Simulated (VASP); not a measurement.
# SiP5 (R-3m) in VASP: notebook

The runs below take SiP5 through single point, relaxation of cell and atoms, with PBE.

Everything below comes from runs of VASP 6.6.1. Logs are shortened: lines on timing, memory, paths and dates and some standing lists are left out, and cuts for length are marked.

### 1 The cell of the first run

The structure is trigonal, space group R-3m (No. 166). The conventional cell has a = 6.192 Å, b = 6.192 Å, c = 9.473 Å, α = 90.00°, β = 90.00°, γ = 120.00°. Si (site symmetry -3m) has 8 P at 2.38 to 3.09 Å within 3.2 Å. P (site symmetry 2/m) has 6 P at 2.34 to 3.10 Å and 2 Si at 2.38 Å within 3.1 Å. Within 3.1 Å of P (site symmetry 3m) lie 3 P at 2.34 Å and 1 Si at 3.09 Å.

The cell was built from a structure type or drawn by symmetry, and may not be a known phase.

### 2 Single point, PBE

Contents of INCAR:

```
SYSTEM = SiP5
  PREC = Accurate
  ENCUT = 520
  EDIFF = 1E-6
  ISMEAR = 0
  SIGMA = 0.1
  LREAL = .False.
  LASPH = .True.
  NELM = 100
  ALGO = Normal
  ISIF = 2
  LWAVE = .False.
  LCHARG = .False.
  GGA = PE
  NBANDS = 24
```

Contents of KPOINTS:

```
Automatic mesh
0
Gamma
  3 3 3
  0 0 0
```

Contents of POSCAR:

```
SiP5
1.0
    3.0961557113      1.7875663323      3.1576577588
   -3.0961557113      1.7875663323      3.1576577588
    0.0000000000     -3.5751326678      3.1576577571
Si P
1 5
Direct
    0.5000000000      0.5000000000      0.5000000000
    0.5000000000      0.5000000000      0.0000000000
    0.0000000000      0.5000000000      0.5000000000
    0.5000000000      0.0000000000      0.5000000000
    0.8266636617      0.8266636617      0.8266636617
    0.1733363383      0.1733363383      0.1733363383
```

Potentials or basis: VASP PAW PBE potentials, release 64 (Si, P).

On the command line:

```
> cat potpaw_PBE.64/Si/POTCAR potpaw_PBE.64/P/POTCAR > POTCAR
> mpirun -np 1 vasp_std > vasp.out
```

OUTCAR:

```text
SYSTEM = SiP5
   PREC = Accurate
   ENCUT = 520
   EDIFF = 1E-6
   ISMEAR = 0
   LREAL = .False.
   LASPH = .True.
   NELM = 100
   ISIF = 2
   GGA = PE

 ion  position               nearest neighbor table
   1  0.500  0.500  0.500-   3 2.38   4 2.38   4 2.38   3 2.38   2 2.38   2 2.38
   2  0.500  0.500  0.000-   5 2.34   6 2.34   1 2.38   1 2.38
   3  0.000  0.500  0.500-   5 2.34   6 2.34   1 2.38   1 2.38
   4  0.500  0.000  0.500-   5 2.34   6 2.34   1 2.38   1 2.38
   5  0.827  0.827  0.827-   2 2.34   3 2.34   4 2.34
   6  0.173  0.173  0.173-   2 2.34   3 2.34   4 2.34

  LATTYP: Found a trigonal (rhomboedric) cell.
 ALAT       =     4.7699450838
 COS(alpha) =     0.1573468946

  Lattice vectors:

 A1 = (   3.0961557113,   1.7875663323,   3.1576577588)
 A2 = (  -3.0961557113,   1.7875663323,   3.1576577588)
 A3 = (   0.0000000000,  -3.5751326678,   3.1576577571)

Analysis of symmetry for initial positions (statically):
=====================================================================
 Subroutine PRICEL returns:
 Original cell was already a primitive cell.

 Routine SETGRP: Setting up the symmetry group for a
 trigonal (rhombohedral) supercell.

 Subroutine GETGRP returns: Found 12 space group operations
 (whereof 12 operations were pure point group operations)
 out of a pool of 12 trial point group operations.

The static configuration has the point symmetry D_3d.

Analysis of symmetry for dynamics (positions and initial velocities):
=====================================================================
 Subroutine PRICEL returns:
 Original cell was already a primitive cell.

 Routine SETGRP: Setting up the symmetry group for a
 trigonal (rhombohedral) supercell.

 Subroutine GETGRP returns: Found 12 space group operations
 (whereof 12 operations were pure point group operations)
 out of a pool of 12 trial point group operations.

The dynamic configuration has the point symmetry D_3d.

 Subroutine INISYM returns: Found 12 space group operations
 (whereof 12 operations are pure point group operations),
 and found     1 'primitive' translations

----------------------------------------------------------------------------------------

                                     Primitive cell

  volume of cell :     104.8579

  direct lattice vectors                    reciprocal lattice vectors
     3.096155711  1.787566332  3.157657759     0.161490586  0.093236633  0.105563477
    -3.096155711  1.787566332  3.157657759    -0.161490586  0.093236633  0.105563477
     0.000000000 -3.575132668  3.157657757     0.000000000 -0.186473267  0.105563477

  length of vectors
     4.769945084  4.769945084  4.769945084     0.214280020  0.214280020  0.214280020

  position of ions in fractional coordinates (direct lattice)
     0.500000000  0.500000000  0.500000000
     0.500000000  0.500000000  0.000000000
     0.000000000  0.500000000  0.500000000
     0.500000000  0.000000000  0.500000000
     0.826663662  0.826663662  0.826663662
     0.173336338  0.173336338  0.173336338

  ion indices of the primitive-cell ions
   primitive index   ion index
                 1           1
                 2           2
                 3           3
                 4           4
                 5           5
                 6           6

----------------------------------------------------------------------------------------

 KPOINTS: Automatic mesh

Automatic generation of k-mesh.
 Grid dimensions read from file:
 generate k-points for:    3    3    3

 Generating k-lattice:

  Cartesian coordinates                     Fractional coordinates (reciprocal lattice)
     0.053830195  0.031078878  0.035187826     0.333333333 -0.000000000 -0.000000000
    -0.053830195  0.031078878  0.035187826    -0.000000000  0.333333333 -0.000000000
     0.000000000 -0.062157756  0.035187826     0.000000000  0.000000000  0.333333333

  Length of vectors
     0.071426673  0.071426673  0.071426673

  Shift w.r.t. Gamma in fractional coordinates (k-lattice)
     0.000000000  0.000000000  0.000000000

 Subroutine IBZKPT returns following result:
 ===========================================

 Found      6 irreducible k-points:

 Following reciprocal coordinates:
            Coordinates               Weight
  0.000000  0.000000  0.000000      1.000000
  0.333333  0.000000  0.000000      6.000000
  0.333333  0.333333  0.000000      6.000000
 -0.333333  0.333333  0.000000      6.000000
  0.333333  0.333333  0.333333      2.000000
 -0.333333  0.333333  0.333333      6.000000
   k-points           NKPTS =      6   k-points in BZ     NKDIM =      6   number of bands    NBANDS=     24
   number of dos      NEDOS =    301   number of ions     NIONS =      6
   total plane-waves  NPLWV =  46656
   dimension x,y,z NGX =    36 NGY =   36 NGZ =   36
   dimension x,y,z NGXF=    72 NGYF=   72 NGZF=   72
   ions per type =               1   5
   NGX,Y,Z   is equivalent  to a cutoff of  12.55, 12.55, 12.55 a.u.
   NGXF,Y,Z  is equivalent  to a cutoff of  25.09, 25.09, 25.09 a.u.
 SYSTEM =  SiP5
   PREC   = accura    normal or accurate (medium, high low for compatibility)
   ISTART =      0    job   : 0-new  1-cont  2-samecut
   ICHARG =      2    charge: 1-file 2-atom 10-const
   ISPIN  =      1    spin polarized calculation?
   LNONCOLLINEAR =      F non collinear calculations
   LSORBIT =      F    spin-orbit coupling
   LASPH  =      T    aspherical Exc in radial PAW
   ENCUT  =  520.0 eV  38.22 Ry    6.18 a.u.   8.87  8.87  8.87*2*pi/ulx,y,z
   NELM   =    100;   NELMIN=  2; NELMDL= -5     # of ELM steps
   EDIFF  = 0.1E-05   stopping-criterion for ELM
   LREAL  =      F    real-space projection
   EDIFFG = 0.1E-04   stopping-criterion for IOM
   NSW    =      0    number of steps for IOM
   IBRION =     -1    ionic relax: 0-MD 1-quasi-New 2-CG
   NFREE  =      0    steps in history (QN), initial steepest desc. (CG)
   ISIF   =      2    stress and relaxation
   ISYM   =      2    0-nonsym 1-usesym 2-fastsym
   POTIM  = 0.5000    time-step for ionic-motion
   TEBEG  =    0.0;   TEEND  =   0.0 temperature during run
   PSTRESS=    0.0 pullay stress
   NELECT =      29.0000    total number of electrons
   NUPDOWN=      -1.0000    fix difference up-down
   EMIN   =  10.00;   EMAX   =-10.00  energy-range for DOS
   EFERMI =   0.00;   METHOD = LEGACY
   ISMEAR =     0;   SIGMA  =   0.10  broadening in eV -4-tet -1-fermi 0-gaus
   EFERMI_NEDOS =   21; number of points for ismear=-14 and -15
   IALGO  =     38    algorithm
   IMIX   =      4    mixing-type and parameters
     AMIX     =   0.40;   BMIX     =  1.00
     AMIX_MAG =   1.60;   BMIX_MAG =  1.00
  volume/ion in A,a.u.               =      17.48       117.94
  Fermi-wavevector in a.u.,A,eV,Ry     =   1.066613  2.015607 15.478863  1.137664
  Thomas-Fermi vector in A             =   2.202203
   LORBIT       =      0    0 simple, 1 ext, 2 COOP (PROOUT), +10 PAW based schemes
   GGA     = PE    functional components
   LHFCALC =     F    Hartree Fock is set to
   AEXX    =    0.0000 exact exchange contribution
   IVDW    =     0    specifies the selected vdW correction
   LEPSILON=     F    determine dielectric tensor
   LRPA    =     F    only Hartree local field effects (RPA)
 non-spin polarized calculation
 Gauss-broadening in eV      SIGMA  =   0.10
  energy-cutoff  :      520.00
  volume of cell :      104.86
 maximum number of plane-waves:      2834
   NGX = 17   NGY = 17   NGZ = 17

 number of electron      28.9999999 magnetization

 Free energy of the ion-electron system (eV)
  ---------------------------------------------------
  ext. energy  EPLUGINS =         0.00000000
  ---------------------------------------------------
  free energy    TOTEN  =       -29.36978094 eV

  energy without entropy =      -29.35792857  energy(sigma->0) =      -29.36385475

 E-fermi :   6.8354     XC(G=0): -10.3497

 val. band max:        6.7308007730   @ k =   0.3333   0.3333   0.0000
 cond. band min:       6.9072449669   @ k =   0.3333   0.0000   0.0000
 fundamental gap:      0.1764441939
 Fermi energy:         6.8353971866

 k-point     1 :       0.0000    0.0000    0.0000
  band No.  band energies     occupation
      1      -8.0966      2.00000
      2      -4.2142      2.00000
      3      -2.8874      2.00000
      4      -2.8874      2.00000
      5      -1.4716      2.00000
      6       1.2938      2.00000
      7       1.2938      2.00000
      8       1.3520      2.00000
      9       3.1860      2.00000
     10       3.1860      2.00000
     11       3.5747      2.00000
     12       5.5154      2.00000
     13       5.7820      2.00000
     14       5.7820      2.00000
     15       6.4067      2.00000
     16       6.6568      1.98848
     17       6.6568      1.98848
     18       7.9698      0.00000
     19      10.5941      0.00000
     20      11.3022      0.00000
     21      11.3022      0.00000
     22      11.6582      0.00000
     23      11.6582      0.00000
     24      14.0906      0.00000

 k-point     2 :       0.3333    0.0000    0.0000
  band No.  band energies     occupation
      1      -7.5366      2.00000
      2      -5.6581      2.00000
      3      -2.7624      2.00000
      4      -2.0816      2.00000
      5      -1.6098      2.00000
      6       0.4567      2.00000
      7       1.2985      2.00000
      8       1.8913      2.00000
      9       2.7817      2.00000
     10       2.9072      2.00000
     11       4.4149      2.00000
     12       4.7503      2.00000
     13       5.3085      2.00000
     14       6.2144      2.00000
     15       6.9072      0.30959
     16       7.3211      0.00000
     17       7.8100      0.00000
     18       9.0973      0.00000
     19       9.9994      0.00000
     20      10.7588      0.00000
     21      10.8027      0.00000
     22      12.0274      0.00000
     23      13.0630      0.00000
     24      13.4263      0.00000

 k-point     3 :       0.3333    0.3333    0.0000
  band No.  band energies     occupation
      1      -7.1717      2.00000
      2      -5.4627      2.00000
      3      -3.7540      2.00000
      4      -2.8537      2.00000
      5      -1.4558      2.00000
      6       0.3776      2.00000
      7       1.4533      2.00000
      8       2.6170      2.00000
      9       2.8973      2.00000
     10       3.2136      2.00000
     11       3.9886      2.00000
     12       5.0292      2.00000
     13       5.1577      2.00000
     14       6.3151      2.00000
     15       6.7308      1.86092
     16       7.5887      0.00000
     17       8.2020      0.00000
     18       9.4856      0.00000
     19      11.3055      0.00000
     20      11.6133      0.00000
     21      12.0829      0.00000
     22      12.1388      0.00000
     23      13.0864      0.00000
     24      13.4525      0.00000

 k-point     4 :      -0.3333    0.3333    0.0000
  band No.  band energies     occupation
      1      -6.8356      2.00000
      2      -6.1157      2.00000
      3      -3.6619      2.00000
      4      -2.6883      2.00000
      5      -1.0368      2.00000
      6       0.2759      2.00000
      7       1.0669      2.00000
      8       2.1734      2.00000
      9       2.8393      2.00000
     10       4.0257      2.00000
     11       4.2189      2.00000
     12       5.4699      2.00000
     13       5.6907      2.00000
     14       6.0594      2.00000
     15       6.4891      2.00000
     16       7.2102      0.00000
     17       7.4856      0.00000
     18       9.8432      0.00000
     19      10.3310      0.00000
     20      10.8912      0.00000
     21      11.2121      0.00000
     22      11.8684      0.00000
     23      12.8932      0.00000
     24      13.6352      0.00000

 k-point     5 :       0.3333    0.3333    0.3333
  band No.  band energies     occupation
      1      -7.0298      2.00000
      2      -4.7649      2.00000
      3      -3.5281      2.00000
      4      -3.5281      2.00000
      5      -2.4912      2.00000
      6      -0.5031      2.00000
      7       1.2636      2.00000
      8       1.2636      2.00000
      9       3.2050      2.00000
     10       4.0949      2.00000
     11       4.0949      2.00000
     12       6.4426      2.00000
     13       6.4426      2.00000
     14       7.8918      0.00000
     15       8.3750      0.00000
     16       8.3750      0.00000
     17       8.5587      0.00000
     18       8.6900      0.00000
     19      11.0981      0.00000
     20      11.0981      0.00000
     21      11.3842      0.00000
     22      11.3842      0.00000
     23      12.1446      0.00000
     24      13.2269      0.00000

 k-point     6 :      -0.3333    0.3333    0.3333
  band No.  band energies     occupation
      1      -6.4915      2.00000
      2      -5.8687      2.00000
      3      -3.5885      2.00000
      4      -3.3497      2.00000
      5      -1.9758      2.00000
      6      -1.0303      2.00000
      7       1.5155      2.00000
      8       2.4909      2.00000
      9       3.8373      2.00000
     10       4.5572      2.00000
     11       4.6158      2.00000
     12       5.2425      2.00000
     13       5.8178      2.00000
     14       6.2341      2.00000
     15       7.5026      0.00000
     16       7.6840      0.00000
     17       8.2027      0.00000
     18       9.5775      0.00000
     19      10.2929      0.00000
     20      10.7855      0.00000
     21      10.9684      0.00000
     22      12.0867      0.00000
     23      13.0407      0.00000
     24      13.2549      0.00000

------------------------ aborting loop because EDIFF is reached ----------------------------------------

  FORCE on cell =-STRESS in cart. coord.  units (eV):
  Direction    XX          YY          ZZ          XY          YZ          ZX
  --------------------------------------------------------------------------------------
  -------------------------------------------------------------------------------------
  Total       -0.1321298     -0.1321298     -0.0691922      0.0000000     -0.0000000      0.0000000
  in kB       -2.0188781     -2.0188781     -1.0572223      0.0000000     -0.0000000      0.0000000
  external PRESSURE =      -1.6983261 kB  Pullay stress =       0.0000000 kB

 VOLUME and BASIS-vectors are now :
 -----------------------------------------------------------------------------
  energy-cutoff  :      520.00
  volume of cell :      104.86
      direct lattice vectors                 reciprocal lattice vectors
     3.096155711  1.787566332  3.157657759     0.161490586  0.093236633  0.105563477
    -3.096155711  1.787566332  3.157657759    -0.161490586  0.093236633  0.105563477
     0.000000000 -3.575132668  3.157657757     0.000000000 -0.186473267  0.105563477

 POSITION                                       TOTAL-FORCE (eV/Angst)
 -----------------------------------------------------------------------------------
      0.00000     -0.00000      4.73649         0.000000     -0.000000     -0.000000
      0.00000      1.78757      3.15766        -0.000000     -0.000000     -0.000000
     -1.54808     -0.89378      3.15766         0.000000     -0.000000     -0.000000
      1.54808     -0.89378      3.15766         0.000000     -0.000000     -0.000000
      0.00000     -0.00000      7.83096         0.000000      0.000000     -0.048850
      0.00000     -0.00000      1.64201         0.000000     -0.000000      0.048850
 -----------------------------------------------------------------------------------
    total drift:                               -0.000000     -0.000000      0.000000

  FREE ENERGIE OF THE ION-ELECTRON SYSTEM (eV)
  ---------------------------------------------------
  free  energy   TOTEN  =       -29.3697809357 eV

  energy  without entropy=      -29.3579285709  energy(sigma->0) =      -29.36385475
```

Wall time 10 s (1 thread of AMD EPYC 9R45 (Zen 5), shared host); peak memory 0.16 GiB.

What came out:

```
Free energy            : -29.3698 eV
Pressure               : -0.2 GPa
Largest force          : 0.049 eV/Å
Band gap on the k mesh : zero (an odd number of electrons rules out a gap without spin polarisation)
```

Forces on the atoms (eV/Å):
```
Si   0.000  0.000  0.000
P    0.000  0.000  0.000
P    0.000  0.000  0.000
P    0.000  0.000  0.000
P    0.000  0.000 -0.049
P    0.000  0.000  0.049
```

Caveat: the k points lie up to 0.45 Å⁻¹ apart, too coarse for converged energies and pressures of a metal.

### 3 Single point, PBE

This run uses another cell than the first one, of 33.79 Å³/atom.

Contents of INCAR:

```
SYSTEM = SiP5
PREC     = Accurate       ! precision mode
ENCUT    = 520            ! plane-wave cutoff, eV
EDIFF    = 1E-6           ! SCF threshold, eV
ISMEAR   = 0              ! smearing method
SIGMA    = 0.1            ! smearing width, eV
LREAL    = .FALSE.        ! projectors in reciprocal space
LASPH    = .TRUE.         ! aspherical terms in the spheres
NELM     = 80             ! most SCF steps
ALGO     = Normal         ! electronic algorithm
ISIF     = 2              ! what is computed and relaxed
LWAVE    = .FALSE.        ! write WAVECAR
LCHARG   = .FALSE.        ! write CHGCAR
GGA      = PE             ! functional
NBANDS   = 24             ! bands
```

Contents of KPOINTS:

```
Automatic mesh
0
G
  3 3 3
  0 0 0
```

Contents of POSCAR:

```
SiP5
1.0
    3.3957102500      1.9605142200      5.0757160100
   -3.3957102500      1.9605142200      5.0757160100
    0.0000000000     -3.9210284500      5.0757160100
Si P
1 5
Direct
    0.5000000000      0.5000000000      0.5000000000
    0.5000000000      0.5000000000      0.0000000000
    0.0000000000      0.5000000000      0.5000000000
    0.5000000000      0.0000000000      0.5000000000
    0.6393566800      0.6393566800      0.6393566800
    0.3606433200      0.3606433200      0.3606433200
```

Potentials or basis: VASP PAW PBE potentials, release 64 (Si, P).

On the command line:

```
> cat potpaw_PBE.64/Si/POTCAR potpaw_PBE.64/P/POTCAR > POTCAR
> mpirun -np 1 vasp_std > vasp.out
```

Wall time 27 s (1 thread of AMD EPYC 9R45 (Zen 5), shared host); peak memory 0.29 GiB.

It converged, with:

- Free energy: -23.1450 eV
- Pressure: 11.2 GPa
- Largest force: 0.371 eV/Å
- Band gap on the k mesh: zero (an odd number of electrons rules out a gap without spin polarisation)

Forces in eV/Å, atoms in the order of the input:
```
Si   0.000  0.000  0.000
P    0.000  0.000  0.000
P    0.000  0.000  0.000
P    0.000  0.000  0.000
P    0.000  0.000  0.371
P    0.000  0.000 -0.371
```

Stress tensor (GPa, compression positive):
```
13.24  0.00  0.00
 0.00 13.24  0.00
 0.00  0.00  6.98
```

Levels at points of the mesh, in eV from the Fermi level:
| k point | band 12 | band 13 | band 14 | band 15 | band 16 | band 17 |
| --- | --- | --- | --- | --- | --- | --- |
| (0.00, 0.00, 0.00) | -1.26 | -1.26 | 0.37 | 0.50 | 0.96 | 0.96 |

Caveat: the k points lie up to 0.38 Å⁻¹ apart, too coarse for converged energies and pressures of a metal.

[end of part 1 of 2]
